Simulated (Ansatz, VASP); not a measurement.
Zn in VASP and in Ansatz

```
CELL_PARAMETERS angstrom
0.00000 1.96478 1.96478
1.96478 0.00000 1.96478
1.96478 1.96478 0.00000
ATOMIC_POSITIONS crystal
Zn 0.00000 0.00000 0.00000
```

Alike in both runs: task single point; functional PBE0; k mesh 6 × 6 × 6; occupations fermi-dirac, width 0.05 eV; no spin polarisation.

|  | VASP | Ansatz |
| --- | --- | --- |
| version | VASP 6.6.1 | Ansatz 0.2.0 |
| potentials or method | VASP PAW PBE potentials, release 64 (Zn) | Ansatz PAW |
| plane-wave cutoff (eV) | 520 | 420 |
| valence electrons in the cell | 12 | 12 |

```tsv
	VASP	Ansatz	Ansatz less VASP
gap on the k mesh at the Fermi level (eV)	none	none	-
pressure (GPa)	-0.9	-0.9	-0.05
```

A gap of «none» marks a metal or a gap that the smearing closes. With one functional, cell and mesh, what is left measures potentials, basis and numerics.

The k mesh is coarse, so the values compare programs but aren't converged.
